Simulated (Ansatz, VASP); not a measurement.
# BaTiO3 in VASP and in Ansatz

```
CELL_PARAMETERS angstrom
4.06015 -0.01032 0.01032
-0.01032 4.06025 -0.01033
0.01032 -0.01033 4.06020
ATOMIC_POSITIONS crystal
Ba 0.99049 0.00950 0.99049
Ti 0.47666 0.52336 0.47665
O 0.50733 0.49267 0.01819
O 0.50733 0.98181 0.50733
O 0.01819 0.49266 0.50734
```

Change from the starting cell: all Ba atoms moved 0.1 Å in one direction; relaxed back.

Alike in both runs: functional PBE; k mesh 6 × 6 × 6; occupations gaussian, width 0.05 eV; no spin polarisation.

Ansatz relaxed the structure, and its values are those at the end. VASP's run is a single point on that final structure, the one shown.

|  | VASP | Ansatz |
| --- | --- | --- |
| version | VASP 6.6.1 | Ansatz 0.2.0 |
| potentials or method | VASP PAW PBE potentials, release 64 (Ba_sv, Ti_sv, O), cutoff 520 eV | scalar-relativistic, plane waves, PAW |
| valence electrons in the cell | 40 | 40 |

VASP gave:

| Quantity | Value |
| --- | --- |
| gap on the k mesh at the Fermi level (eV) | 2.59 |
| least direct gap on the mesh (eV) | 3.13 |
| pressure (GPa) | 1.6 |
| rms of the force components (eV/Å) | 0.038 |

Question: Estimate Ansatz's values.

Answer: gap on the k mesh at the Fermi level (eV): 2.63; least direct gap on the mesh (eV): 3.13; pressure (GPa): 0.0; rms of the force components (eV/Å): 0.006.

Spin-orbit coupling is off throughout.
